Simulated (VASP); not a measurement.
# Cu: relaxation of cell and atoms with PBEsol+D3(BJ)

Cu:

```
CELL_PARAMETERS angstrom
2.53076 0.00000 0.00000
-1.26538 2.19171 0.00000
0.00000 0.00000 8.26182
ATOMIC_POSITIONS crystal
Cu 0.00000 0.00000 0.00000
Cu 0.00000 0.00000 0.50000
Cu 0.33333 0.66667 0.25000
Cu 0.66667 0.33333 0.75000
```

- Program: VASP 6.6.1
- Task: relaxation of cell and atoms
- Functional: PBEsol
- Dispersion: D3(BJ)
- Potentials or basis: VASP PAW PBE potentials, release 64 (Cu)
- Cutoff: 600 eV
- k mesh: 11 × 11 × 3
- Occupations: methfessel-paxton, width 0.1 eV
- Spin: no spin polarisation
- Dipole correction: no
- Further INCAR settings: ALGO = Normal; EDIFF = 1e-06; IBRION = 2; EDIFFG = -0.01; NSW = 80; ISIF = 3

```
Relaxed volume                         : 10.85 Å³/atom
Relaxed cell                           : a = 2.480 Å, b = 2.480 Å, c = 8.146 Å, α = 90.00°, β = 90.00°, γ = 120.00°
Space group after relaxing (to 0.05 Å) : P6_3/mmc (No. 194)
Energy gained by relaxing              : 19.1 meV/atom
Ionic steps                            : 6
Pressure after relaxing                : -0.1 GPa
Band gap on the k mesh                 : zero (band 22 reaches 11.34 eV, above the bottom of band 23 at 6.67 eV)
Dispersion energy per atom             : -0.571 eV
```

The path:
```tsv
step	energy change (eV)	largest force (eV/Å)	pressure (GPa)	volume (Å³)
1	0.0000	0.0000	-8.98	45.83
2	-0.0364	0.0000	8.07	41.70
3	-0.0761	0.0000	0.09	43.33
4	-0.0760	0.0000	-0.20	43.38
5	-0.0763	0.0000	-0.25	43.38
6	-0.0763	0.0000	-0.13	43.38
```

Final structure:
```cif
data_structure
_symmetry_space_group_name_H-M 'P 1'
_symmetry_Int_Tables_number 1
_cell_length_a 2.4798
_cell_length_b 2.4798
_cell_length_c 8.1461
_cell_angle_alpha 90.000
_cell_angle_beta 90.000
_cell_angle_gamma 120.000
_cell_volume 43.38
loop_
_atom_site_label
_atom_site_type_symbol
_atom_site_fract_x
_atom_site_fract_y
_atom_site_fract_z
_atom_site_occupancy
Cu1 Cu 0.00000 0.00000 0.00000 1
Cu2 Cu 0.00000 0.00000 0.50000 1
Cu3 Cu 0.33333 0.66667 0.25000 1
Cu4 Cu 0.66667 0.33333 0.75000 1
```

Levels at points of the mesh, in eV from the Fermi level:
| k point | band 20 | band 21 | band 22 | band 23 | band 24 | band 25 |
| --- | --- | --- | --- | --- | --- | --- |
| (0.00, 0.00, 0.00) | -2.17 | -2.17 | -1.85 | -1.85 | -1.43 | 4.01 |

Wall time 2.5 min on 1 thread of AMD EPYC 7R13 Processor (Zen 3), on a shared host, peak memory 0.17 GiB.

Caveat: the PAW data sets were made with another functional, which shifts forces and pressure a little; pairwise dispersion overbinds metals, which lowers pressure and volume.
